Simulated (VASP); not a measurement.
# TaN (P6_3mc) in VASP: notebook

The runs below take TaN through single point, with PBE.

Everything below comes from runs of VASP 6.6.1. Logs are shortened: lines on timing, memory, paths and dates and some standing lists are left out, and cuts for length are marked.

**1. The cell of the first run**

It takes space group P6_3mc (No. 186, hexagonal). The conventional cell has a = 3.193 Å, b = 3.193 Å, c = 6.183 Å, α = 90.00°, β = 90.00°, γ = 120.00°. Within 2.7 Å of Ta (site symmetry 3m) lie 4 N at 2.00 to 2.14 Å. N (site symmetry 3m) has 4 Ta at 2.00 to 2.14 Å within 2.7 Å.

**2. Single point, PBE (13.65 Å³/atom)**

INCAR reads:

```
SYSTEM = TaN
PREC = Accurate
ENCUT = 520
EDIFF = 1E-7
ISMEAR = 0
SIGMA = 0.15
LREAL = .FALSE.
LASPH = .TRUE.
NELM = 100
ALGO = Normal
ISIF = 2
LWAVE = .FALSE.
LCHARG = .FALSE.
GGA = PE
NBANDS = 24
```

KPOINTS reads:

```
regular mesh
0
G
  18 18 8
  0 0 0
```

POSCAR reads:

```
TaN
1.0
    3.1933889184      0.0000000000      0.0000000000
   -1.5966944592      2.7655559275      0.0000000000
    0.0000000000      0.0000000000      6.1828711865
Ta N
2 2
Direct
    0.3333333333      0.6666666667      0.0304880884
    0.6666666667      0.3333333333      0.5304880884
    0.3333333333      0.6666666667      0.3545119116
    0.6666666667      0.3333333333      0.8545119116
```

Potentials or basis: VASP PAW PBE potentials, release 64 (Ta_pv, N).

Started as:

```bash
> cat potpaw_PBE.64/Ta_pv/POTCAR potpaw_PBE.64/N/POTCAR > POTCAR
> mpirun -np 1 vasp_std > vasp.out
```

OUTCAR:

```text
SYSTEM = TaN
   PREC = Accurate
   ENCUT = 520
   EDIFF = 1E-7
   ISMEAR = 0
   LREAL = .FALSE.
   LASPH = .TRUE.
   NELM = 100
   ISIF = 2
   GGA = PE

 ion  position               nearest neighbor table
   1  0.333  0.667  0.030-   3 2.00   4 2.14   4 2.14   4 2.14   2 3.60   2 3.60   2 3.60   2 3.60
                             2 3.60   2 3.60
   2  0.667  0.333  0.530-   4 2.00   3 2.14   3 2.14   3 2.14   1 3.60   1 3.60   1 3.60   1 3.60
                             1 3.60   1 3.60
   3  0.333  0.667  0.355-   1 2.00   2 2.14   2 2.14   2 2.14
   4  0.667  0.333  0.855-   2 2.00   1 2.14   1 2.14   1 2.14

  LATTYP: Found a hexagonal cell.
 ALAT       =     3.1933889184
 C/A-ratio  =     1.9361472544

  Lattice vectors:

 A1 = (   3.1933889184,   0.0000000000,   0.0000000000)
 A2 = (  -1.5966944592,   2.7655559275,   0.0000000000)
 A3 = (   0.0000000000,   0.0000000000,   6.1828711865)

Analysis of symmetry for initial positions (statically):
=====================================================================
 Subroutine PRICEL returns:
 Original cell was already a primitive cell.

 Routine SETGRP: Setting up the symmetry group for a
 hexagonal supercell.

 Subroutine GETGRP returns: Found 12 space group operations
 (whereof  6 operations were pure point group operations)
 out of a pool of 24 trial point group operations.

The static configuration has the point symmetry C_3v.
 The point group associated with its full space group is C_6v.

Analysis of symmetry for dynamics (positions and initial velocities):
=====================================================================
 Subroutine PRICEL returns:
 Original cell was already a primitive cell.

 Routine SETGRP: Setting up the symmetry group for a
 hexagonal supercell.

 Subroutine GETGRP returns: Found 12 space group operations
 (whereof  6 operations were pure point group operations)
 out of a pool of 24 trial point group operations.

The dynamic configuration has the point symmetry C_3v.
 The point group associated with its full space group is C_6v.

 Subroutine INISYM returns: Found 12 space group operations
 (whereof  6 operations are pure point group operations),
 and found     1 'primitive' translations

----------------------------------------------------------------------------------------

                                     Primitive cell

  volume of cell :      54.6040

  direct lattice vectors                    reciprocal lattice vectors
     3.193388918  0.000000000  0.000000000     0.313146950  0.180795476  0.000000000
    -1.596694459  2.765555927  0.000000000     0.000000000  0.361590952  0.000000000
     0.000000000  0.000000000  6.182871186     0.000000000  0.000000000  0.161737156

  length of vectors
     3.193388918  3.193388918  6.182871186     0.361590952  0.361590952  0.161737156

  position of ions in fractional coordinates (direct lattice)
     0.333333333  0.666666667  0.030488088
     0.666666667  0.333333333  0.530488088
     0.333333333  0.666666667  0.354511912
     0.666666667  0.333333333  0.854511912

  ion indices of the primitive-cell ions
   primitive index   ion index
                 1           1
                 2           2
                 3           3
                 4           4

----------------------------------------------------------------------------------------

 KPOINTS: regular mesh

Automatic generation of k-mesh.
 Grid dimensions read from file:
 generate k-points for:   18   18    8

 Generating k-lattice:

  Cartesian coordinates                     Fractional coordinates (reciprocal lattice)
     0.017397053  0.010044193  0.000000000     0.055555556 -0.000000000  0.000000000
     0.000000000  0.020088386  0.000000000     0.000000000  0.055555556  0.000000000
     0.000000000  0.000000000  0.020217144     0.000000000  0.000000000  0.125000000

  Length of vectors
     0.020088386  0.020088386  0.020217144

  Shift w.r.t. Gamma in fractional coordinates (k-lattice)
     0.000000000  0.000000000  0.000000000

 Subroutine IBZKPT returns following result:
 ===========================================

 Found    185 irreducible k-points:

 Following reciprocal coordinates:
            Coordinates               Weight
  0.000000  0.000000  0.000000      1.000000
  0.055556 -0.000000  0.000000      6.000000
  0.111111 -0.000000  0.000000      6.000000
  0.166667  0.000000  0.000000      6.000000
  0.222222  0.000000  0.000000      6.000000
  0.277778  0.000000  0.000000      6.000000
[... 16 lines left out ...]
  0.333333  0.111111  0.000000     12.000000
  0.388889  0.111111  0.000000     12.000000
 [... further k-points ...]
   k-points           NKPTS =    185   k-points in BZ     NKDIM =    185   number of bands    NBANDS=     24
   number of dos      NEDOS =    301   number of ions     NIONS =      4
   total plane-waves  NPLWV =  27648
   dimension x,y,z NGX =    24 NGY =   24 NGZ =   48
   dimension x,y,z NGXF=    48 NGYF=   48 NGZF=   96
   ions per type =               2   2
   NGX,Y,Z   is equivalent  to a cutoff of  12.49, 12.49, 12.91 a.u.
   NGXF,Y,Z  is equivalent  to a cutoff of  24.99, 24.99, 25.81 a.u.
 SYSTEM =  TaN
   PREC   = accura    normal or accurate (medium, high low for compatibility)
   ISTART =      0    job   : 0-new  1-cont  2-samecut
   ICHARG =      2    charge: 1-file 2-atom 10-const
   ISPIN  =      1    spin polarized calculation?
   LNONCOLLINEAR =      F non collinear calculations
   LSORBIT =      F    spin-orbit coupling
   LASPH  =      T    aspherical Exc in radial PAW
   ENCUT  =  520.0 eV  38.22 Ry    6.18 a.u.   5.94  5.94 11.50*2*pi/ulx,y,z
   NELM   =    100;   NELMIN=  2; NELMDL= -5     # of ELM steps
   EDIFF  = 0.1E-06   stopping-criterion for ELM
   LREAL  =      F    real-space projection
   EDIFFG = 0.1E-05   stopping-criterion for IOM
   NSW    =      0    number of steps for IOM
   IBRION =     -1    ionic relax: 0-MD 1-quasi-New 2-CG
   NFREE  =      0    steps in history (QN), initial steepest desc. (CG)
   ISIF   =      2    stress and relaxation
   ISYM   =      2    0-nonsym 1-usesym 2-fastsym
   POTIM  = 0.5000    time-step for ionic-motion
   TEBEG  =    0.0;   TEEND  =   0.0 temperature during run
   PSTRESS=    0.0 pullay stress
   NELECT =      32.0000    total number of electrons
   NUPDOWN=      -1.0000    fix difference up-down
   EMIN   =  10.00;   EMAX   =-10.00  energy-range for DOS
   EFERMI =   0.00;   METHOD = LEGACY
   ISMEAR =     0;   SIGMA  =   0.15  broadening in eV -4-tet -1-fermi 0-gaus
   EFERMI_NEDOS =   21; number of points for ismear=-14 and -15
   IALGO  =     38    algorithm
   IMIX   =      4    mixing-type and parameters
     AMIX     =   0.40;   BMIX     =  1.00
     AMIX_MAG =   1.60;   BMIX_MAG =  1.00
  volume/ion in A,a.u.               =      13.65        92.12
  Fermi-wavevector in a.u.,A,eV,Ry     =   1.369988  2.588901 25.536317  1.876866
  Thomas-Fermi vector in A             =   2.495814
   LORBIT       =      0    0 simple, 1 ext, 2 COOP (PROOUT), +10 PAW based schemes
   GGA     = PE    functional components
   LHFCALC =     F    Hartree Fock is set to
   AEXX    =    0.0000 exact exchange contribution
   IVDW    =     0    specifies the selected vdW correction
   LEPSILON=     F    determine dielectric tensor
   LRPA    =     F    only Hartree local field effects (RPA)
 non-spin polarized calculation
 Gauss-broadening in eV      SIGMA  =   0.15
  energy-cutoff  :      520.00
  volume of cell :       54.60
 maximum number of plane-waves:      1496
 NGX is ok and might be reduce to    24
   NGX = 11   NGY = 11   NGZ = 23

 number of electron      32.0000009 magnetization

 Free energy of the ion-electron system (eV)
  ---------------------------------------------------
  ext. energy  EPLUGINS =         0.00000000
  ---------------------------------------------------
  free energy    TOTEN  =       -43.32682360 eV

  energy without entropy =      -43.31737784  energy(sigma->0) =      -43.32210072

 E-fermi :   6.0613     XC(G=0): -11.9035

 val. band max:        6.0427519956   @ k =   0.0556  -0.0000   0.3750
 cond. band min:       6.0963031426   @ k =   0.0556  -0.0000   0.0000
 fundamental gap:      0.0535511469
 Fermi energy:         6.0613219737

 k-point     1 :       0.0000    0.0000    0.0000
  band No.  band energies     occupation
      1     -29.5671      2.00000
      2     -29.2921      2.00000
      3     -29.0815      2.00000
      4     -29.0815      2.00000
      5     -29.0584      2.00000
      6     -29.0584      2.00000
[... 16 lines left out ...]
     23      11.0188      0.00000
     24      12.2517      0.00000

 k-point     2 :       0.0556   -0.0000    0.0000
  band No.  band energies     occupation
      1     -29.5632      2.00000
      2     -29.2918      2.00000
      3     -29.0954      2.00000
      4     -29.0850      2.00000
      5     -29.0728      2.00000
      6     -29.0613      2.00000
[... 16 lines left out ...]
     23      11.2155      0.00000
     24      12.0319      0.00000

 k-point     3 :       0.1111   -0.0000    0.0000
  band No.  band energies     occupation
      1     -29.5518      2.00000
      2     -29.2909      2.00000
      3     -29.1352      2.00000
      4     -29.1140      2.00000
      5     -29.0949      2.00000
      6     -29.0697      2.00000
[... 16 lines left out ...]
     23      11.7355      0.00000
     24      11.7535      0.00000

 k-point     4 :       0.1667    0.0000    0.0000
  band No.  band energies     occupation
      1     -29.5342      2.00000
      2     -29.2901      2.00000
      3     -29.1956      2.00000
      4     -29.1762      2.00000
      5     -29.1100      2.00000
      6     -29.0826      2.00000
[... 16 lines left out ...]
     23      11.4879      0.00000
     24      12.4885      0.00000

 k-point     5 :       0.2222    0.0000    0.0000
  band No.  band energies     occupation
      1     -29.5122      2.00000
      2     -29.2911      2.00000
      3     -29.2681      2.00000
      4     -29.2506      2.00000
      5     -29.1283      2.00000
      6     -29.0985      2.00000
[... 16 lines left out ...]
     23      11.2942      0.00000
     24      12.7098      0.00000

 k-point     6 :       0.2778    0.0000    0.0000
  band No.  band energies     occupation
      1     -29.4894      2.00000
      2     -29.3451      2.00000
      3     -29.3295      2.00000
      4     -29.2895      2.00000
      5     -29.1476      2.00000
      6     -29.1155      2.00000
[... 16 lines left out ...]
     23      11.1835      0.00000
     24      12.7831      0.00000
[... 379 lines left out ...]
 k-point    21 :       0.2222    0.1111    0.0000
  band No.  band energies     occupation
      1     -29.4818      2.00000
      2     -29.3507      2.00000
      3     -29.3398      2.00000
      4     -29.2905      2.00000
      5     -29.1672      2.00000
      6     -29.1388      2.00000
[... 16 lines left out ...]
     23      11.2533      0.00000
     24      12.6781      0.00000

 k-point    22 :       0.2778    0.1111    0.0000
  band No.  band energies     occupation
      1     -29.4696      2.00000
      2     -29.4108      2.00000
      3     -29.3902      2.00000
      4     -29.2950      2.00000
      5     -29.1905      2.00000
      6     -29.1590      2.00000
[... 16 lines left out ...]
     23      11.3912      0.00000
     24      12.0903      0.00000

 k-point    23 :       0.3333    0.1111    0.0000
  band No.  band energies     occupation
      1     -29.4887      2.00000
      2     -29.4570      2.00000
      3     -29.4014      2.00000
      4     -29.3012      2.00000
      5     -29.2094      2.00000
      6     -29.1755      2.00000
[... 16 lines left out ...]
     23      11.4566      0.00000
     24      11.6632      0.00000

 k-point    24 :       0.3889    0.1111    0.0000
  band No.  band energies     occupation
      1     -29.5157      2.00000
      2     -29.4872      2.00000
      3     -29.3908      2.00000
      4     -29.3079      2.00000
      5     -29.2217      2.00000
      6     -29.1863      2.00000
[... 16 lines left out ...]
     23      10.9846      0.00000
     24      11.7702      0.00000

 [... further k-points ...]

------------------------ aborting loop because EDIFF is reached ----------------------------------------

  FORCE on cell =-STRESS in cart. coord.  units (eV):
  Direction    XX          YY          ZZ          XY          YZ          ZX
  --------------------------------------------------------------------------------------
  -------------------------------------------------------------------------------------
  Total       -2.6616976     -2.6616976     -3.6114642     -0.0000000     -0.0000000      0.0000000
  in kB      -78.0988861    -78.0988861   -105.9667059     -0.0000000     -0.0000000      0.0000000
  external PRESSURE =     -87.3881594 kB  Pullay stress =       0.0000000 kB

 VOLUME and BASIS-vectors are now :
 -----------------------------------------------------------------------------
  energy-cutoff  :      520.00
  volume of cell :       54.60
      direct lattice vectors                 reciprocal lattice vectors
     3.193388918  0.000000000  0.000000000     0.313146950  0.180795476  0.000000000
    -1.596694459  2.765555927  0.000000000     0.000000000  0.361590952  0.000000000
     0.000000000  0.000000000  6.182871186     0.000000000  0.000000000  0.161737156

 POSITION                                       TOTAL-FORCE (eV/Angst)
 -----------------------------------------------------------------------------------
     -0.00000      1.84370      0.18850        -0.000000      0.000000      0.027804
      1.59669      0.92185      3.27994         0.000000     -0.000000      0.027804
     -0.00000      1.84370      2.19190        -0.000000      0.000000     -0.027804
      1.59669      0.92185      5.28334         0.000000     -0.000000     -0.027804
 -----------------------------------------------------------------------------------
    total drift:                               -0.000000      0.000000      0.000401

  FREE ENERGIE OF THE ION-ELECTRON SYSTEM (eV)
  ---------------------------------------------------
  free  energy   TOTEN  =       -43.3268236022 eV

  energy  without entropy=      -43.3173778418  energy(sigma->0) =      -43.32210072
```

It took 84 s on 1 thread of Intel Xeon 6975P-C (Granite Rapids), shared host; peak memory 0.32 GiB.

Results:

- Free energy: -43.3268 eV
- Pressure: -8.7 GPa
- Largest force: 0.028 eV/Å
- Band gap on the k mesh: zero (bands 16 and 17 overlap by 0.37 eV)

Forces in eV/Å, atoms in the order of the input:
```
Ta   0.000  0.000  0.028
Ta   0.000  0.000  0.028
N    0.000  0.000 -0.028
N    0.000  0.000 -0.028
```

Caveat: the cell stands under tension; spin-orbit coupling is left out, which moves the levels of the heavy elements.

**3. Single point, PBE (13.65 Å³/atom)**

INCAR reads:

```
PREC     = Accurate       # precision mode
ENCUT    = 520            # plane-wave cutoff, eV
EDIFF    = 1E-7           # SCF threshold, eV
ISMEAR   = 0              # smearing method
SIGMA    = 0.15           # smearing width, eV
LREAL    = False          # projectors in reciprocal space
LASPH    = True           # aspherical terms in the spheres
NELM     = 80             # most SCF steps
ALGO     = Normal         # electronic algorithm
ISIF     = 2              # what is computed and relaxed
LWAVE    = False          # write WAVECAR
LCHARG   = False          # write CHGCAR
GGA      = PE             # functional
NBANDS   = 24             # bands
```

KPOINTS reads:

```
regular mesh
0
Gamma
  18 18 8
```

POSCAR reads:

```
TaN
1.0
    3.1089636755      0.0000000000      0.0000000000
   -1.5544818378      2.6924415224      0.0000000000
    0.0000000000      0.0000000000      6.5232275839
Ta N
2 2
Direct
    0.3333333333      0.6666666667      0.0304880884
    0.6666666667      0.3333333333      0.5304880884
    0.3333333333      0.6666666667      0.3545119116
    0.6666666667      0.3333333333      0.8545119116
```

Potentials or basis: VASP PAW PBE potentials, release 64 (Ta_pv, N).

Started as:

```bash
> cat potpaw_PBE.64/Ta_pv/POTCAR potpaw_PBE.64/N/POTCAR > POTCAR
> mpirun -np 1 vasp_std > vasp.out
```

Run time: 80 s. Hardware: 1 thread of Intel Xeon 6975P-C (Granite Rapids), shared host; peak memory 0.32 GiB.

Results (log left out):

| Property | Result |
| --- | --- |
| Free energy | -43.0259 eV |
| Pressure | -11.4 GPa |
| Largest force | 0.961 eV/Å |
| Band gap on the k mesh | zero (bands 16 and 17 overlap by 0.01 eV) |

Forces in eV/Å, atoms in the order of the input:
```
Ta   0.000  0.000  0.961
Ta   0.000  0.000  0.961
N    0.000  0.000 -0.961
N    0.000  0.000 -0.961
```

Stress tensor (GPa, compression positive):
```
 -1.75   0.00   0.00
  0.00  -1.75   0.00
  0.00   0.00 -30.79
```

Levels at points of the mesh, in eV from the Fermi level:
| k point | band 12 | band 13 | band 14 | band 15 | band 16 | band 17 | band 18 | band 19 | band 20 | band 21 |
| --- | --- | --- | --- | --- | --- | --- | --- | --- | --- | --- |
| (0.00, 0.00, 0.00) | -4.46 | -3.84 | -3.84 | -0.98 | -0.37 | 0.57 | 0.57 | 2.11 | 2.11 | 3.03 |
| (0.50, 0.00, 0.00) | -4.69 | -4.39 | -3.23 | -2.02 | -0.49 | 0.86 | 2.00 | 2.88 | 3.78 | 4.28 |
| (0.00, 0.00, 0.50) | -4.18 | -4.18 | -4.18 | -0.06 | -0.06 | 1.17 | 1.17 | 1.17 | 1.17 | 4.58 |
| (0.50, 0.00, 0.50) | -5.01 | -4.05 | -4.05 | -1.00 | -1.00 | 1.27 | 1.27 | 3.61 | 3.61 | 4.59 |

Caveat: the stress differs along the axes, from -31 to -2 GPa; spin-orbit coupling is left out, which moves the levels of the heavy elements.

(Continued in part 2 of 2.)

The gap in the log of VASP goes by the Fermi energy; the results here count the filled bands.